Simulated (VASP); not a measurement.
# Sb (Im-3m) in VASP: settings compared, part 2 of 2

VASP 6.6.1. The steps go on from the part before.

### Step 3. Single point, PBE

This run uses another cell than the first one, of 26.21 Å³/atom, 0.980 times its volume.

Input file INCAR:

```
PREC = Accurate
ENCUT = 520
EDIFF = 1E-7
ISMEAR = -1
SIGMA = 0.1
LREAL = False
LASPH = True
NELM = 60
ALGO = Normal
ISIF = 2
LWAVE = False
LCHARG = False
GGA = PE
NBANDS = 8
```

Input file KPOINTS:

```
regular mesh
0
Gamma
  8 8 8
```

Input file POSCAR:

```
Sb
1.0
   -1.8713408863      1.8713408863      1.8713408863
    1.8713408863     -1.8713408863      1.8713408863
    1.8713408863      1.8713408863     -1.8713408863
Sb
1
Direct
    0.0000000000      0.0000000000      0.0000000000
```

Potentials or basis: VASP PAW PBE potentials, release 64 (Sb).

The run is started by

```sh
> cat potpaw_PBE.64/Sb/POTCAR > POTCAR
> mpirun -np 1 vasp_std > vasp.out
```

OUTCAR:

```text
PREC = Accurate
   ENCUT = 520
   EDIFF = 1E-7
   ISMEAR = -1
   LREAL = False
   LASPH = True
   NELM = 60
   ISIF = 2
   GGA = PE

 ion  position               nearest neighbor table
   1  0.000  0.000  0.000-

  LATTYP: Found a body centered cubic cell.
 ALAT       =     3.7426817726

  Lattice vectors:

 A1 = (  -1.8713408863,   1.8713408863,   1.8713408863)
 A2 = (   1.8713408863,  -1.8713408863,   1.8713408863)
 A3 = (   1.8713408863,   1.8713408863,  -1.8713408863)

Analysis of symmetry for initial positions (statically):
=====================================================================
 Subroutine PRICEL returns:
 Original cell was already a primitive cell.

 Routine SETGRP: Setting up the symmetry group for a
 body centered cubic supercell.

 Subroutine GETGRP returns: Found 48 space group operations
 (whereof 48 operations were pure point group operations)
 out of a pool of 48 trial point group operations.

The static configuration has the point symmetry O_h .

Analysis of symmetry for dynamics (positions and initial velocities):
=====================================================================
 Subroutine PRICEL returns:
 Original cell was already a primitive cell.

 Routine SETGRP: Setting up the symmetry group for a
 body centered cubic supercell.

 Subroutine GETGRP returns: Found 48 space group operations
 (whereof 48 operations were pure point group operations)
 out of a pool of 48 trial point group operations.

The dynamic configuration has the point symmetry O_h .

 Subroutine INISYM returns: Found 48 space group operations
 (whereof 48 operations are pure point group operations),
 and found     1 'primitive' translations

----------------------------------------------------------------------------------------

                                     Primitive cell

  volume of cell :      26.2131

  direct lattice vectors                    reciprocal lattice vectors
    -1.871340886  1.871340886  1.871340886     0.000000000  0.267188092  0.267188092
     1.871340886 -1.871340886  1.871340886     0.267188092  0.000000000  0.267188092
     1.871340886  1.871340886 -1.871340886     0.267188092  0.267188092  0.000000000

  length of vectors
     3.241257493  3.241257493  3.241257493     0.377861023  0.377861023  0.377861023

  position of ions in fractional coordinates (direct lattice)
     0.000000000  0.000000000  0.000000000

  ion indices of the primitive-cell ions
   primitive index   ion index
                 1           1

----------------------------------------------------------------------------------------

 KPOINTS: regular mesh

Automatic generation of k-mesh.
 Grid dimensions read from file:
 generate k-points for:    8    8    8

 Generating k-lattice:

  Cartesian coordinates                     Fractional coordinates (reciprocal lattice)
     0.000000000  0.033398511  0.033398511     0.125000000  0.000000000  0.000000000
     0.033398511  0.000000000  0.033398511     0.000000000  0.125000000  0.000000000
     0.033398511  0.033398511  0.000000000     0.000000000  0.000000000  0.125000000

  Length of vectors
     0.047232628  0.047232628  0.047232628

  Shift w.r.t. Gamma in fractional coordinates (k-lattice)
     0.000000000  0.000000000  0.000000000

 Subroutine IBZKPT returns following result:
 ===========================================

 Found     29 irreducible k-points:

 Following reciprocal coordinates:
            Coordinates               Weight
  0.000000  0.000000  0.000000      1.000000
  0.125000  0.000000  0.000000     12.000000
  0.250000  0.000000  0.000000     12.000000
  0.375000  0.000000  0.000000     12.000000
  0.500000  0.000000  0.000000      6.000000
  0.125000  0.125000  0.000000     24.000000
[... 16 lines left out ...]
 -0.250000  0.250000  0.250000      6.000000
 -0.375000  0.375000  0.250000     24.000000
 [... further k-points ...]
   k-points           NKPTS =     29   k-points in BZ     NKDIM =     29   number of bands    NBANDS=      8
   number of dos      NEDOS =    301   number of ions     NIONS =      1
   total plane-waves  NPLWV =  13824
   dimension x,y,z NGX =    24 NGY =   24 NGZ =   24
   dimension x,y,z NGXF=    48 NGYF=   48 NGZF=   48
   ions per type =               1
   NGX,Y,Z   is equivalent  to a cutoff of  12.31, 12.31, 12.31 a.u.
   NGXF,Y,Z  is equivalent  to a cutoff of  24.62, 24.62, 24.62 a.u.
 SYSTEM =  unknown system
   PREC   = accura    normal or accurate (medium, high low for compatibility)
   ISTART =      0    job   : 0-new  1-cont  2-samecut
   ICHARG =      2    charge: 1-file 2-atom 10-const
   ISPIN  =      1    spin polarized calculation?
   LNONCOLLINEAR =      F non collinear calculations
   LSORBIT =      F    spin-orbit coupling
   LASPH  =      T    aspherical Exc in radial PAW
   ENCUT  =  520.0 eV  38.22 Ry    6.18 a.u.   6.03  6.03  6.03*2*pi/ulx,y,z
   NELM   =     60;   NELMIN=  2; NELMDL= -5     # of ELM steps
   EDIFF  = 0.1E-06   stopping-criterion for ELM
   LREAL  =      F    real-space projection
   EDIFFG = 0.1E-05   stopping-criterion for IOM
   NSW    =      0    number of steps for IOM
   IBRION =     -1    ionic relax: 0-MD 1-quasi-New 2-CG
   NFREE  =      0    steps in history (QN), initial steepest desc. (CG)
   ISIF   =      2    stress and relaxation
   ISYM   =      2    0-nonsym 1-usesym 2-fastsym
   POTIM  = 0.5000    time-step for ionic-motion
   TEBEG  =    0.0;   TEEND  =   0.0 temperature during run
   PSTRESS=    0.0 pullay stress
   NELECT =       5.0000    total number of electrons
   NUPDOWN=      -1.0000    fix difference up-down
   EMIN   =  10.00;   EMAX   =-10.00  energy-range for DOS
   EFERMI =   0.00;   METHOD = LEGACY
   ISMEAR =    -1;   SIGMA  =   0.10  broadening in eV -4-tet -1-fermi 0-gaus
   EFERMI_NEDOS =   21; number of points for ismear=-14 and -15
   IALGO  =     38    algorithm
   IMIX   =      4    mixing-type and parameters
     AMIX     =   0.40;   BMIX     =  1.00
     AMIX_MAG =   1.60;   BMIX_MAG =  1.00
  volume/ion in A,a.u.               =      26.21       176.89
  Fermi-wavevector in a.u.,A,eV,Ry     =   0.942378  1.780837 12.083018  0.888077
  Thomas-Fermi vector in A             =   2.069982
   LORBIT       =      0    0 simple, 1 ext, 2 COOP (PROOUT), +10 PAW based schemes
   GGA     = PE    functional components
   LHFCALC =     F    Hartree Fock is set to
   AEXX    =    0.0000 exact exchange contribution
   IVDW    =     0    specifies the selected vdW correction
   LEPSILON=     F    determine dielectric tensor
   LRPA    =     F    only Hartree local field effects (RPA)
 non-spin polarized calculation
  energy-cutoff  :      520.00
  volume of cell :       26.21
 maximum number of plane-waves:       716
   NGX = 13   NGY = 13   NGZ = 13

 number of electron       4.9999999 magnetization

 Free energy of the ion-electron system (eV)
  ---------------------------------------------------
  ext. energy  EPLUGINS =         0.00000000
  ---------------------------------------------------
  free energy    TOTEN  =        -3.89107552 eV

  energy without entropy =       -3.87106175  energy(sigma->0) =       -3.88106863

 E-fermi :   8.7816     XC(G=0): -10.3477

 val. band max:        8.6697262671   @ k =  -0.2500   0.2500   0.1250
 cond. band min:       8.8474031145   @ k =  -0.2500   0.2500   0.2500
 fundamental gap:      0.1776768473
 Fermi energy:         8.7816101227

 k-point     1 :       0.0000    0.0000    0.0000
  band No.  band energies     occupation
      1      -4.2514      2.00000
      2      14.5048      0.00000
      3      14.5048      0.00000
      4      14.5048      0.00000
      5      19.4509      0.00000
      6      19.4509      0.00000
      7      19.4509      0.00000
      8      20.6254      0.00000

 k-point     2 :       0.1250    0.0000    0.0000
  band No.  band energies     occupation
      1      -3.9160      2.00000
      2      12.2500      0.00000
      3      13.5328      0.00000
      4      14.2119      0.00000
      5      17.9402      0.00000
      6      18.0821      0.00000
      7      19.8964      0.00000
      8      20.5290      0.00000
[... 221 lines left out ...]
 k-point    23 :      -0.2500    0.2500    0.2500
  band No.  band energies     occupation
      1      -1.6148      2.00000
      2       8.8474      0.68241
      3       9.5444      0.00097
      4       9.5444      0.00097
      5      14.0276      0.00000
      6      21.0611      0.00000
      7      21.0611      0.00000
      8      21.1945      0.00000

 k-point    24 :      -0.3750    0.3750    0.2500
  band No.  band energies     occupation
      1      -0.0935      2.00000
      2       6.1375      2.00000
      3       8.5051      1.88156
      4       9.5144      0.00131
      5      13.9051      0.00000
      6      18.3289      0.00000
      7      20.3524      0.00000
      8      21.3021      0.00000

 [... further k-points ...]
[... 5 lines left out ...]
  --------------------------------------------------------------------------------------
  -------------------------------------------------------------------------------------
  Total        0.3666948      0.3666948      0.3666948     -0.0000000      0.0000000     -0.0000000
  in kB       22.4128236     22.4128236     22.4128236     -0.0000000      0.0000000     -0.0000000
  external PRESSURE =      22.4128236 kB  Pullay stress =       0.0000000 kB

 VOLUME and BASIS-vectors are now :
 -----------------------------------------------------------------------------
  energy-cutoff  :      520.00
  volume of cell :       26.21
      direct lattice vectors                 reciprocal lattice vectors
    -1.871340886  1.871340886  1.871340886     0.000000000  0.267188092  0.267188092
     1.871340886 -1.871340886  1.871340886     0.267188092  0.000000000  0.267188092
     1.871340886  1.871340886 -1.871340886     0.267188092  0.267188092  0.000000000

 POSITION                                       TOTAL-FORCE (eV/Angst)
 -----------------------------------------------------------------------------------
      0.00000      0.00000      0.00000         0.000000     -0.000000      0.000000
 -----------------------------------------------------------------------------------
    total drift:                                0.000000     -0.000000     -0.000000

  FREE ENERGIE OF THE ION-ELECTRON SYSTEM (eV)
  ---------------------------------------------------
  free  energy   TOTEN  =        -3.8910755154 eV

  energy  without entropy=       -3.8710617535  energy(sigma->0) =       -3.88106863
```

stdout:

```text
POSCAR found type information on POSCAR Sb
 POSCAR found :  1 types and       1 ions
 scaLAPACK will be used
 LDA part: xc-table for (Slater+PW92), standard interpolation
 POSCAR, INCAR and KPOINTS ok, starting setup
 FFT: planning ... GRIDC
 FFT: planning ... GRID_SOFT
 FFT: planning ... GRID
 WAVECAR not read
 entering main loop
```

Wall time 3.4 s (1 thread of Intel Xeon 6975P-C, shared host); peak memory 0.14 GiB.

What came out:

```yaml
Free_energy: -3.8911 eV
Pressure: 2.2 GPa
```

Levels at points of the mesh, in eV from the Fermi level:
```
           k point  band 1  band 2  band 3  band 4  band 5  band 6  band 7  band 8
(0.00, 0.00, 0.00)  -13.03    5.72    5.72    5.72   10.67   10.67   10.67   11.84
(0.50, 0.00, 0.00)   -8.83   -5.73    1.77    3.85    6.53    6.98   13.95   15.31
(0.50, 0.50, 0.50)   -5.44   -2.03   -2.03   -2.03    2.94    2.94   17.71   17.71
```

Caveat: spin-orbit coupling is left out, which moves the levels of the heavy elements.

### Step 4. Single point, PBE

This run uses another cell than the first one, of 26.21 Å³/atom, 0.980 times its volume.

Input file INCAR:

```
SYSTEM = Sb
PREC     = Accurate       ! precision mode
ENCUT    = 520            ! plane-wave cutoff, eV
EDIFF    = 1E-6           ! SCF threshold, eV
ISMEAR   = -1             ! smearing method
SIGMA    = 0.1            ! smearing width, eV
LREAL    = .FALSE.        ! projectors in reciprocal space
LASPH    = .TRUE.         ! aspherical terms in the spheres
NELM     = 100            ! most SCF steps
ALGO     = Normal         ! electronic algorithm
ISIF     = 2              ! what is computed and relaxed
LWAVE    = .FALSE.        ! write WAVECAR
LCHARG   = .TRUE.         ! write CHGCAR
GGA      = PE             ! functional
LELF     = .TRUE.         ! ELF
LVHAR    = .TRUE.       
NBANDS   = 8              ! bands
```

Input file KPOINTS:

```
Automatic mesh
0
G
  8 8 8
  0 0 0
```

POSCAR is that of step 3.

Potentials or basis: VASP PAW PBE potentials, release 64 (Sb).

The run is started by

```sh
> cat potpaw_PBE.64/Sb/POTCAR > POTCAR
> mpirun -np 1 vasp_std > vasp.out
```

OUTCAR:

```text
SYSTEM = Sb
   PREC = Accurate
   ENCUT = 520
   EDIFF = 1E-6
   ISMEAR = -1
   LREAL = .FALSE.
   LASPH = .TRUE.
   NELM = 100
   ISIF = 2
   GGA = PE

 ion  position               nearest neighbor table
   1  0.000  0.000  0.000-

  LATTYP: Found a body centered cubic cell.
 ALAT       =     3.7426817726

  Lattice vectors:

 A1 = (  -1.8713408863,   1.8713408863,   1.8713408863)
 A2 = (   1.8713408863,  -1.8713408863,   1.8713408863)
 A3 = (   1.8713408863,   1.8713408863,  -1.8713408863)

Analysis of symmetry for initial positions (statically):
=====================================================================
 Subroutine PRICEL returns:
 Original cell was already a primitive cell.

 Routine SETGRP: Setting up the symmetry group for a
 body centered cubic supercell.

 Subroutine GETGRP returns: Found 48 space group operations
 (whereof 48 operations were pure point group operations)
 out of a pool of 48 trial point group operations.

The static configuration has the point symmetry O_h .

Analysis of symmetry for dynamics (positions and initial velocities):
[... 158 lines left out ...]
 val. band max:        8.6699257879   @ k =  -0.2500   0.2500   0.1250
 cond. band min:       8.8476129028   @ k =  -0.2500   0.2500   0.2500
 fundamental gap:      0.1776871150
 Fermi energy:         8.7818000345

 k-point     1 :       0.0000    0.0000    0.0000
  band No.  band energies     occupation
      1      -4.2513      2.00000
      2      14.5051      0.00000
      3      14.5051      0.00000
      4      14.5051      0.00000
      5      19.4513      0.00000
      6      19.4513      0.00000
      7      19.4513      0.00000
      8      20.6255      0.00000
[... 243 lines left out ...]
 k-point    24 :      -0.3750    0.3750    0.2500
  band No.  band energies     occupation
      1      -0.0934      2.00000
      2       6.1376      2.00000
      3       8.5053      1.88156
      4       9.5146      0.00131
      5      13.9052      0.00000
      6      18.3291      0.00000
      7      20.3526      0.00000
      8      21.3023      0.00000

 [... further k-points ...]

------------------------ aborting loop because EDIFF is reached ----------------------------------------

  FORCE on cell =-STRESS in cart. coord.  units (eV):
  Direction    XX          YY          ZZ          XY          YZ          ZX
  --------------------------------------------------------------------------------------
  -------------------------------------------------------------------------------------
  Total        0.3660592      0.3660592      0.3660592     -0.0000000      0.0000000     -0.0000000
  in kB       22.3739786     22.3739786     22.3739786     -0.0000000      0.0000000     -0.0000000
  external PRESSURE =      22.3739786 kB  Pullay stress =       0.0000000 kB

 VOLUME and BASIS-vectors are now :
 -----------------------------------------------------------------------------
  energy-cutoff  :      520.00
  volume of cell :       26.21
      direct lattice vectors                 reciprocal lattice vectors
    -1.871340886  1.871340886  1.871340886     0.000000000  0.267188092  0.267188092
     1.871340886 -1.871340886  1.871340886     0.267188092  0.000000000  0.267188092
     1.871340886  1.871340886 -1.871340886     0.267188092  0.267188092  0.000000000

 POSITION                                       TOTAL-FORCE (eV/Angst)
 -----------------------------------------------------------------------------------
      0.00000      0.00000      0.00000        -0.000000      0.000000     -0.000000
 -----------------------------------------------------------------------------------
    total drift:                                0.000000     -0.000000     -0.000000

  FREE ENERGIE OF THE ION-ELECTRON SYSTEM (eV)
  ---------------------------------------------------
  free  energy   TOTEN  =        -3.8910761310 eV

  energy  without entropy=       -3.8710628638  energy(sigma->0) =       -3.88106950
```

stdout:

```text
POSCAR found type information on POSCAR Sb
 POSCAR found :  1 types and       1 ions
 scaLAPACK will be used
 LDA part: xc-table for (Slater+PW92), standard interpolation
 POSCAR, INCAR and KPOINTS ok, starting setup
 FFT: planning ... GRIDC
 FFT: planning ... GRID_SOFT
 FFT: planning ... GRID
 WAVECAR not read
 entering main loop
```

Run time: 3.1 s. Hardware: 1 thread of Intel Xeon 6975P-C, shared host; peak memory 0.14 GiB.

What came out:

```
Free energy : -3.8911 eV
Pressure    : 2.2 GPa
```

Caveat: spin-orbit coupling is left out, which moves the levels of the heavy elements.

### Step 5. Single point, r2SCAN

This run uses another cell than the first one, of 26.21 Å³/atom, 0.980 times its volume.

POSCAR is that of step 4.

Input file INCAR.step1:

```
SYSTEM = Sb
ALGO = Normal
EDIFF = 1E-4
ENCUT = 520
GGA = PE
ISMEAR = -1
LASPH = .TRUE.
LCHARG = .FALSE.
LREAL = .FALSE.
LWAVE = .TRUE.
NBANDS = 8
NELM = 100
PREC = Accurate
SIGMA = 0.05
```

Input file INCAR.step2:

```
SYSTEM = Sb
ALGO = Normal
EDIFF = 1E-6
ENCUT = 520
ISIF = 2
ISMEAR = -1
ISTART = 1
LASPH = .TRUE.
LCHARG = .FALSE.
LMIXTAU = .TRUE.
LREAL = .FALSE.
LWAVE = .FALSE.
METAGGA = R2SCAN
NBANDS = 8
NELM = 100
PREC = Accurate
SIGMA = 0.05
```

Input file KPOINTS:

```
k-points
0
G
  8 8 8
  0 0 0
```

The run is started by

```sh
> cat potpaw_PBE.64/Sb/POTCAR > POTCAR
> cp INCAR.step1 INCAR
> mpirun -np 1 vasp_std > vasp.out
> cp INCAR.step2 INCAR
> mpirun -np 1 vasp_std > vasp.out
```

Wall time 12 s (1 thread of Intel Xeon 6975P-C, shared host); peak memory 0.14 GiB.

Results (log left out):

```yaml
Free_energy: -25.3286 eV
Pressure: 1.3 GPa
```

Levels at points of the mesh, in eV from the Fermi level:
| k point | band 1 | band 2 | band 3 | band 4 | band 5 | band 6 | band 7 |
| --- | --- | --- | --- | --- | --- | --- | --- |
| (0.00, 0.00, 0.00) | -13.62 | 6.06 | 6.06 | 6.06 | 11.11 | 11.11 | 11.11 |
| (0.50, 0.00, 0.00) | -9.15 | -6.00 | 1.81 | 4.19 | 7.16 | 7.34 | 14.99 |
| (0.50, 0.50, 0.50) | -5.42 | -2.21 | -2.21 | -2.21 | 3.36 | 3.36 | 18.57 |

Caveat: the PAW data sets were made with another functional, which shifts forces and pressure a little; spin-orbit coupling is left out, which moves the levels of the heavy elements.

### Step 6. Overview

| level | cell | k mesh | smearing | gap on the mesh (eV) | pressure (GPa) |
| --- | --- | --- | --- | --- | --- |
| r2SCAN | a = 3.263 Å, angles 109.5°, 1 atom | 10 × 10 × 10 | fermi-dirac 0.05 eV | none | 1.0 |
| PBE | a = 3.241 Å, angles 109.5°, 1 atom | 8 × 8 × 8 | fermi-dirac 0.1 eV | none | 2.2 |
| r2SCAN | a = 3.241 Å, angles 109.5°, 1 atom | 8 × 8 × 8 | fermi-dirac 0.05 eV | none | 1.3 |

Alike in all rows: task single point; potentials or basis VASP PAW PBE potentials, release 64 (Sb); no spin polarisation; cutoff (eV) 520.

Caveats: spin-orbit coupling is left out, which moves the levels of the heavy elements; the PAW data sets were made with another functional, which shifts forces and pressure a little (some runs).

Absolute energies hang on the potentials; compare differences alone.
